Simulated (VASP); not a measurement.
# Zn in VASP: notebook

Zn is run at these levels: PBEsol; tasks: single point.

Everything below comes from runs of VASP 6.6.1. Logs are shortened: lines on timing, memory, paths and dates and some standing lists are left out, and cuts for length are marked.

**1. The cell of the first run**

Symmetry: C2/m, No. 12, monoclinic system. The conventional cell has a = 4.524 Å, b = 2.598 Å, c = 6.345 Å, α = 90.00°, β = 104.17°, γ = 90.00°. Zn (site symmetry m) has 12 Zn at 2.53 to 2.61 Å within 3.3 Å. Zn (site symmetry 2/m) has 12 Zn at 2.54 to 2.61 Å within 3.4 Å.

**2. Single point, PBEsol**

The input, INCAR:

```
SYSTEM = Zn
  ALGO = Normal
  EDIFF = 1E-6
  ENCUT = 520
  GGA = PS
  ISIF = 2
  ISMEAR = -1
  LASPH = .True.
  LCHARG = .False.
  LREAL = .False.
  LWAVE = .False.
  NBANDS = 25
  NELM = 80
  PREC = Accurate
  SIGMA = 0.05
```

The input, KPOINTS:

```
k-points
0
Gamma
  12 12 4
  0 0 0
```

The input, POSCAR:

```
Zn
1.0
    2.2622159837     -1.2987515610      0.0058355973
    2.2622159837      1.2987515610      0.0058355973
   -1.5687554676      0.0000000000      6.1481808712
Zn
3
Direct
    0.7772694504      0.7772694504      0.3339272523
    0.2227305496      0.2227305496      0.6660727477
    0.0000000000      0.0000000000      0.0000000000
```

Potentials or basis: VASP PAW PBE potentials, release 64 (Zn).

The run is started by

```console
$ cat potpaw_PBE.64/Zn/POTCAR > POTCAR
$ mpirun -np 1 vasp_std > vasp.out
```

OUTCAR:

```text
SYSTEM = Zn
   EDIFF = 1E-6
   ENCUT = 520
   GGA = PS
   ISIF = 2
   ISMEAR = -1
   LASPH = .True.
   LREAL = .False.
   NELM = 80
   PREC = Accurate

 ion  position               nearest neighbor table
   1  0.777  0.777  0.334-   2 2.53   2 2.54   2 2.54   3 2.54   3 2.54   3 2.56
   2  0.223  0.223  0.666-   1 2.53   1 2.54   1 2.54   3 2.54   3 2.54   3 2.56
   3  0.000  0.000  0.000-   1 2.54   1 2.54   2 2.54   2 2.54   1 2.56   2 2.56

  LATTYP: Found a base centered monoclinic cell.
 ALAT       =     4.5244470208
 B/A-ratio  =     0.5741039977
 C/A-ratio  =     1.4024178417
 COS(beta)  =    -0.2447360217

  Lattice vectors:

 A1 = (   2.2622159837,  -1.2987515610,   0.0058355973)
 A2 = (   2.2622159837,   1.2987515610,   0.0058355973)
 A3 = (  -1.5687554676,   0.0000000000,   6.1481808712)

Analysis of symmetry for initial positions (statically):
=====================================================================
 Subroutine PRICEL returns:
 Original cell was already a primitive cell.

 Routine SETGRP: Setting up the symmetry group for a
 base centered monoclinic supercell.

 Subroutine GETGRP returns: Found  4 space group operations
 (whereof  4 operations were pure point group operations)
 out of a pool of  4 trial point group operations.

The static configuration has the point symmetry C_2h.

Analysis of symmetry for dynamics (positions and initial velocities):
=====================================================================
 Subroutine PRICEL returns:
 Original cell was already a primitive cell.

 Routine SETGRP: Setting up the symmetry group for a
 base centered monoclinic supercell.

 Subroutine GETGRP returns: Found  4 space group operations
 (whereof  4 operations were pure point group operations)
 out of a pool of  4 trial point group operations.

The dynamic configuration has the point symmetry C_2h.

 Subroutine INISYM returns: Found  4 space group operations
 (whereof  4 operations are pure point group operations),
 and found     1 'primitive' translations

----------------------------------------------------------------------------------------

                                     Primitive cell

  volume of cell :      36.1512

  direct lattice vectors                    reciprocal lattice vectors
     2.262215984 -1.298751561  0.005835597     0.220876839 -0.384985100  0.056358418
     2.262215984  1.298751561  0.005835597     0.220876839  0.384985100  0.056358418
    -1.568755468  0.000000000  6.148180871    -0.000419294  0.000000000  0.162542751

  length of vectors
     2.608526563  2.608526563  6.345165226     0.447410747  0.447410747  0.162543291

  position of ions in fractional coordinates (direct lattice)
     0.777269450  0.777269450  0.333927252
     0.222730550  0.222730550  0.666072748
     0.000000000  0.000000000  0.000000000

  ion indices of the primitive-cell ions
   primitive index   ion index
                 1           1
                 2           2
                 3           3

----------------------------------------------------------------------------------------

 KPOINTS: k-points

Automatic generation of k-mesh.
 Grid dimensions read from file:
 generate k-points for:   12   12    4

 Generating k-lattice:

  Cartesian coordinates                     Fractional coordinates (reciprocal lattice)
     0.018406403 -0.032082092  0.004696535     0.083333333  0.000000000  0.000000000
     0.018406403  0.032082092  0.004696535     0.000000000  0.083333333  0.000000000
    -0.000104824  0.000000000  0.040635688     0.000000000  0.000000000  0.250000000

  Length of vectors
     0.037284229  0.037284229  0.040635823

  Shift w.r.t. Gamma in fractional coordinates (k-lattice)
     0.000000000  0.000000000  0.000000000

 Subroutine IBZKPT returns following result:
 ===========================================

 Found    164 irreducible k-points:

 Following reciprocal coordinates:
            Coordinates               Weight
  0.000000  0.000000  0.000000      1.000000
  0.083333  0.000000  0.000000      4.000000
  0.166667 -0.000000 -0.000000      4.000000
  0.250000  0.000000  0.000000      4.000000
  0.333333  0.000000 -0.000000      4.000000
  0.416667 -0.000000  0.000000      4.000000
[... 16 lines left out ...]
  0.500000  0.166667  0.000000      4.000000
 -0.416667  0.166667 -0.000000      4.000000
 [... further k-points ...]
   k-points           NKPTS =    164   k-points in BZ     NKDIM =    164   number of bands    NBANDS=     25
   number of dos      NEDOS =    301   number of ions     NIONS =      3
   total plane-waves  NPLWV =  19200
   dimension x,y,z NGX =    20 NGY =   20 NGZ =   48
   dimension x,y,z NGXF=    40 NGYF=   40 NGZF=   96
   ions per type =               3
   NGX,Y,Z   is equivalent  to a cutoff of  12.75, 12.75, 12.58 a.u.
   NGXF,Y,Z  is equivalent  to a cutoff of  25.49, 25.49, 25.15 a.u.
 SYSTEM =  Zn
   PREC   = accura    normal or accurate (medium, high low for compatibility)
   ISTART =      0    job   : 0-new  1-cont  2-samecut
   ICHARG =      2    charge: 1-file 2-atom 10-const
   ISPIN  =      1    spin polarized calculation?
   LNONCOLLINEAR =      F non collinear calculations
   LSORBIT =      F    spin-orbit coupling
   LASPH  =      T    aspherical Exc in radial PAW
   ENCUT  =  520.0 eV  38.22 Ry    6.18 a.u.   4.85  4.85 11.80*2*pi/ulx,y,z
   NELM   =     80;   NELMIN=  2; NELMDL= -5     # of ELM steps
   EDIFF  = 0.1E-05   stopping-criterion for ELM
   LREAL  =      F    real-space projection
   EDIFFG = 0.1E-04   stopping-criterion for IOM
   NSW    =      0    number of steps for IOM
   IBRION =     -1    ionic relax: 0-MD 1-quasi-New 2-CG
   NFREE  =      0    steps in history (QN), initial steepest desc. (CG)
   ISIF   =      2    stress and relaxation
   ISYM   =      2    0-nonsym 1-usesym 2-fastsym
   POTIM  = 0.5000    time-step for ionic-motion
   TEBEG  =    0.0;   TEEND  =   0.0 temperature during run
   PSTRESS=    0.0 pullay stress
   NELECT =      36.0000    total number of electrons
   NUPDOWN=      -1.0000    fix difference up-down
   EMIN   =  10.00;   EMAX   =-10.00  energy-range for DOS
   EFERMI =   0.00;   METHOD = LEGACY
   ISMEAR =    -1;   SIGMA  =   0.05  broadening in eV -4-tet -1-fermi 0-gaus
   EFERMI_NEDOS =   21; number of points for ismear=-14 and -15
   IALGO  =     38    algorithm
   IMIX   =      4    mixing-type and parameters
     AMIX     =   0.40;   BMIX     =  1.00
     AMIX_MAG =   1.60;   BMIX_MAG =  1.00
  volume/ion in A,a.u.               =      12.05        81.32
  Fermi-wavevector in a.u.,A,eV,Ry     =   1.634813  3.089349 36.363126  2.672614
  Thomas-Fermi vector in A             =   2.726390
   LORBIT       =      0    0 simple, 1 ext, 2 COOP (PROOUT), +10 PAW based schemes
   GGA     = PS    functional components
   LHFCALC =     F    Hartree Fock is set to
   AEXX    =    0.0000 exact exchange contribution
   IVDW    =     0    specifies the selected vdW correction
   LEPSILON=     F    determine dielectric tensor
   LRPA    =     F    only Hartree local field effects (RPA)
 non-spin polarized calculation
  energy-cutoff  :      520.00
  volume of cell :       36.15
 maximum number of plane-waves:       992
   NGX =  9   NGY =  9   NGZ = 23

 number of electron      35.9999997 magnetization

 Free energy of the ion-electron system (eV)
  ---------------------------------------------------
  ext. energy  EPLUGINS =         0.00000000
  ---------------------------------------------------
  free energy    TOTEN  =        -4.39050675 eV

  energy without entropy =       -4.38749556  energy(sigma->0) =       -4.38900115

 E-fermi :   4.9518     XC(G=0): -12.9957

 val. band max:        4.9378479341   @ k =  -0.4167  -0.4167   0.2500
 cond. band min:       4.9946931697   @ k =   0.5000   0.0833   0.5000
 fundamental gap:      0.0568452357
 Fermi energy:         4.9517664863

 k-point     1 :       0.0000    0.0000    0.0000
  band No.  band energies     occupation
      1      -7.6487      2.00000
      2      -4.8795      2.00000
      3      -4.8628      2.00000
      4      -3.6450      2.00000
      5      -3.6197      2.00000
      6      -3.5587      2.00000
[... 17 lines left out ...]
     24      22.8882      0.00000
     25      23.7485      0.00000

 k-point     2 :       0.0833    0.0000    0.0000
  band No.  band energies     occupation
      1      -7.4320      2.00000
      2      -4.7826      2.00000
      3      -4.7175      2.00000
      4      -3.6739      2.00000
      5      -3.6391      2.00000
      6      -3.5921      2.00000
[... 17 lines left out ...]
     24      21.6967      0.00000
     25      22.3526      0.00000

 k-point     3 :       0.1667   -0.0000   -0.0000
  band No.  band energies     occupation
      1      -6.8017      2.00000
      2      -4.5061      2.00000
      3      -4.4089      2.00000
      4      -3.8721      2.00000
      5      -3.7862      2.00000
      6      -3.6834      2.00000
[... 17 lines left out ...]
     24      19.6786      0.00000
     25      20.8404      0.00000

 k-point     4 :       0.2500    0.0000    0.0000
  band No.  band energies     occupation
      1      -5.8564      2.00000
      2      -4.3618      2.00000
      3      -4.2149      2.00000
      4      -4.0729      2.00000
      5      -3.9668      2.00000
      6      -3.7296      2.00000
[... 17 lines left out ...]
     24      17.1959      0.00000
     25      17.8888      0.00000
[... 477 lines left out ...]
 k-point    22 :       0.4167    0.1667    0.0000
  band No.  band energies     occupation
      1      -4.6208      2.00000
      2      -4.3783      2.00000
      3      -4.2127      2.00000
      4      -4.0409      2.00000
      5      -3.9913      2.00000
      6      -3.8763      2.00000
[... 17 lines left out ...]
     24      13.0676      0.00000
     25      17.0871      0.00000

 k-point    23 :       0.5000    0.1667    0.0000
  band No.  band energies     occupation
      1      -4.5456      2.00000
      2      -4.3517      2.00000
      3      -4.2271      2.00000
      4      -4.1695      2.00000
      5      -4.0867      2.00000
      6      -3.7791      2.00000
[... 17 lines left out ...]
     24      12.4005      0.00000
     25      17.7080      0.00000

 k-point    24 :      -0.4167    0.1667   -0.0000
  band No.  band energies     occupation
      1      -4.5535      2.00000
      2      -4.3768      2.00000
      3      -4.2481      2.00000
      4      -4.1682      2.00000
      5      -4.1085      2.00000
      6      -3.7640      2.00000
[... 17 lines left out ...]
     24      14.0724      0.00000
     25      16.4947      0.00000

 [... further k-points ...]
[... 5 lines left out ...]
  --------------------------------------------------------------------------------------
  -------------------------------------------------------------------------------------
  Total        4.7047797      4.7071976      4.7087474      0.0000000      0.0000000      0.0010018
  in kB      208.5102148    208.6173728    208.6860573      0.0000000      0.0000000      0.0443993
  external PRESSURE =     208.6045483 kB  Pullay stress =       0.0000000 kB

 VOLUME and BASIS-vectors are now :
 -----------------------------------------------------------------------------
  energy-cutoff  :      520.00
  volume of cell :       36.15
      direct lattice vectors                 reciprocal lattice vectors
     2.262215984 -1.298751561  0.005835597     0.220876839 -0.384985100  0.056358418
     2.262215984  1.298751561  0.005835597     0.220876839  0.384985100  0.056358418
    -1.568755468  0.000000000  6.148180871    -0.000419294  0.000000000  0.162542751

 POSITION                                       TOTAL-FORCE (eV/Angst)
 -----------------------------------------------------------------------------------
      2.99285      0.00000      2.06212         0.000266      0.000000     -0.000924
     -0.03718      0.00000      4.09774        -0.000266      0.000000      0.000924
      0.00000      0.00000      0.00000        -0.000000     -0.000000      0.000000
 -----------------------------------------------------------------------------------
    total drift:                                0.000000      0.000000      0.000000

  FREE ENERGIE OF THE ION-ELECTRON SYSTEM (eV)
  ---------------------------------------------------
  free  energy   TOTEN  =        -4.3905067507 eV

  energy  without entropy=       -4.3874955574  energy(sigma->0) =       -4.38900115
```

It took 74 s on 1 thread of Intel Xeon Platinum 8559C (Emerald Rapids), shared host; peak memory 0.23 GiB.

Results:

| Item | Value |
| --- | --- |
| Free energy | -4.3905 eV |
| Pressure | 20.9 GPa |
| Band gap on the k mesh | zero (band 18 reaches 6.57 eV, above the bottom of band 19 at 4.26 eV) |

Caveat: the PAW data sets were made with another functional, which shifts forces and pressure a little.

**3. Single point, PBEsol**

This run uses another cell than the first one, of 13.10 Å³/atom, 1.087 times its volume.

The input, INCAR:

```
SYSTEM = Zn
ALGO = Normal
EDIFF = 1E-6
ENCUT = 520
GGA = PS
ISIF = 2
ISMEAR = -1
LASPH = .True.
LCHARG = .False.
LREAL = .False.
LWAVE = .False.
NBANDS = 25
NELM = 80
PREC = Accurate
SIGMA = 0.05
```

KPOINTS is that of step 2.

The input, POSCAR:

```
Zn
1.0
    2.1809984199     -1.2584503325     -0.0146348325
    2.1809984199      1.2584503325     -0.0146348325
   -1.5776468435      0.0000000000      7.1679562851
Zn
3
Direct
    0.7767330265      0.7767330265      0.3341068000
    0.2232669735      0.2232669735      0.6658932000
    0.0000000000      0.0000000000      0.0000000000
```

Potentials or basis: VASP PAW PBE potentials, release 64 (Zn).

The run is started by

```console
$ cat potpaw_PBE.64/Zn/POTCAR > POTCAR
$ mpirun -np 1 vasp_std > vasp.out
```

Wall time 81 s (1 thread of Intel Xeon Platinum 8559C (Emerald Rapids), shared host); peak memory 0.24 GiB.

The run converged. Its results:

- Free energy: -4.6249 eV
- Pressure: 10.7 GPa
- Band gap on the k mesh: zero (band 18 reaches 5.38 eV, above the bottom of band 19 at 0.93 eV)

Stress tensor (GPa, compression positive):
```
10.78  0.00 -0.01
 0.00 10.79  0.00
-0.01  0.00 10.45
```

Levels at points of the mesh, in eV from the Fermi level:
| k point | band 15 | band 16 | band 17 | band 18 | band 19 | band 20 | band 21 | band 22 |
| --- | --- | --- | --- | --- | --- | --- | --- | --- |
| (0.00, 0.00, 0.00) | -7.45 | -7.44 | -7.43 | -7.42 | 1.43 | 1.47 | 14.18 | 18.21 |
| (0.50, 0.00, 0.00) | -7.12 | -3.30 | -2.34 | -2.08 | 0.77 | 1.37 | 2.37 | 6.77 |
| (0.50, 0.50, 0.00) | -7.12 | -2.91 | -2.88 | -1.99 | -0.11 | 2.38 | 4.22 | 4.38 |
| (0.00, 0.00, 0.50) | -7.54 | -7.39 | -7.37 | -4.62 | -3.21 | 8.00 | 8.06 | 19.91 |
| (0.50, 0.00, 0.50) | -7.12 | -2.96 | -2.80 | -2.06 | 0.18 | 1.99 | 3.73 | 4.99 |
| (0.50, 0.50, 0.50) | -7.12 | -3.36 | -2.39 | -1.83 | 0.90 | 1.14 | 1.93 | 7.42 |

Caveat: the PAW data sets were made with another functional, which shifts forces and pressure a little.

**4. Single point, PBEsol**

This run uses another cell than the first one, of 13.68 Å³/atom, 1.135 times its volume.

The input, INCAR:

```
SYSTEM = Zn
PREC = Accurate
ENCUT = 520
EDIFF = 1E-6
ISMEAR = -1
SIGMA = 0.05
LREAL = .FALSE.
LASPH = .TRUE.
NELM = 100
ALGO = Normal
ISIF = 2
LWAVE = .FALSE.
LCHARG = .FALSE.
GGA = PS
NBANDS = 25
```

The input, KPOINTS:

```
regular mesh
0
G
  12 12 4
  0 0 0
```

The input, POSCAR:

```
Zn
1.0
    2.2034898341     -1.2695756383     -0.0023767328
    2.2034898341      1.2695756383     -0.0023767328
   -1.5539761438      0.0000000000      7.3358139719
Zn
3
Direct
    0.7782120374      0.7782120374      0.3341961792
    0.2217879626      0.2217879626      0.6658038208
    0.0000000000      0.0000000000      0.0000000000
```

The run is started by

```console
$ cat potpaw_PBE.64/Zn/POTCAR > POTCAR
$ mpirun -np 1 vasp_std > vasp.out
```

Wall time 78 s (1 thread of Intel Xeon Platinum 8559C (Emerald Rapids), shared host); peak memory 0.25 GiB.

Results (log left out):

| Quantity | Value |
| --- | --- |
| Free energy | -4.7107 eV |
| Pressure | 5.6 GPa |
| Band gap on the k mesh | zero (band 18 reaches 4.87 eV, above the bottom of band 19 at 0.37 eV) |

Stress tensor (GPa, compression positive):
```
5.70 0.00 0.00
0.00 5.76 0.00
0.00 0.00 5.40
```

Levels at points of the mesh, in eV from the Fermi level:
```csv
k point,band 14,band 15,band 16,band 17,band 18,band 19,band 20,band 21,band 22,band 23
"(0.00, 0.00, 0.00)",-7.32,-7.32,-7.31,-7.31,-7.31,1.17,1.22,13.31,17.33,20.05
"(0.50, 0.00, 0.00)",-7.01,-7.00,-3.06,-2.18,-1.85,0.79,1.29,2.22,6.62,7.83
"(0.50, 0.50, 0.00)",-7.02,-7.00,-2.70,-2.64,-1.89,-0.02,2.17,3.83,4.45,6.47
"(0.00, 0.00, 0.50)",-7.42,-7.41,-7.27,-7.26,-4.40,-3.39,7.45,7.51,19.69,19.70
"(0.50, 0.00, 0.50)",-7.01,-7.00,-2.73,-2.57,-1.89,0.15,1.98,3.63,4.76,6.79
"(0.50, 0.50, 0.50)",-7.01,-7.00,-3.10,-2.24,-1.74,0.90,1.10,1.97,6.93,8.13
```

Caveat: the PAW data sets were made with another functional, which shifts forces and pressure a little.

**5. Single point, PBEsol**

This run uses another cell than the first one, of 14.45 Å³/atom, 1.200 times its volume.

The input, INCAR:

```
PREC = Accurate ; ENCUT = 520
EDIFF = 1E-6 ; ISMEAR = -1
SIGMA = 0.05 ; LREAL = F
LASPH = T ; NELM = 100
ALGO = Normal ; ISIF = 2
LWAVE = F ; LCHARG = F
GGA = PS ; NBANDS = 25
```

The input, KPOINTS:

```
Automatic mesh
0
Gamma
  12 12 4
```

The input, POSCAR:

```
Zn
1.0
    2.2283681193     -1.2850844406      0.0132277117
    2.2283681193      1.2850844406      0.0132277117
   -1.5212098032      0.0000000000      7.5624828679
Zn
3
Direct
    0.7782926654      0.7782926654      0.3343742216
    0.2217073346      0.2217073346      0.6656257784
    0.0000000000      0.0000000000      0.0000000000
```

The run is started by

```console
$ cat potpaw_PBE.64/Zn/POTCAR > POTCAR
$ mpirun -np 1 vasp_std > vasp.out
```

Wall time 87 s (1 thread of Intel Xeon Platinum 8559C (Emerald Rapids), shared host); peak memory 0.25 GiB.

It converged, with:

```
Free energy            : -4.7518 eV
Pressure               : 0.5 GPa
Band gap on the k mesh : zero (band 18 reaches 4.25 eV, above the bottom of band 19 at -0.32 eV)
```

Stress tensor (GPa, compression positive):
```
 0.60  0.00 -0.02
 0.00  0.61  0.00
-0.02  0.00  0.30
```

Levels at points of the mesh, in eV from the Fermi level:
```csv
k point,band 15,band 16,band 17,band 18,band 19,band 20,band 21,band 22
"(0.00, 0.00, 0.00)",-7.17,-7.17,-7.09,-7.06,0.86,0.91,12.23,16.22
"(0.50, 0.00, 0.00)",-6.87,-2.77,-2.00,-1.58,0.80,1.19,2.03,6.43
"(0.50, 0.50, 0.00)",-6.87,-2.47,-2.31,-1.72,0.10,1.92,3.41,4.53
"(0.00, 0.00, 0.50)",-7.25,-7.13,-7.13,-4.13,-3.60,6.76,6.84,19.36
"(0.50, 0.00, 0.50)",-6.87,-2.46,-2.31,-1.70,0.10,1.95,3.45,4.51
"(0.50, 0.50, 0.50)",-6.88,-2.78,-2.01,-1.60,0.78,1.20,2.03,6.39
```

Caveat: the PAW data sets were made with another functional, which shifts forces and pressure a little.

(Part 1 of 2 ends here.)
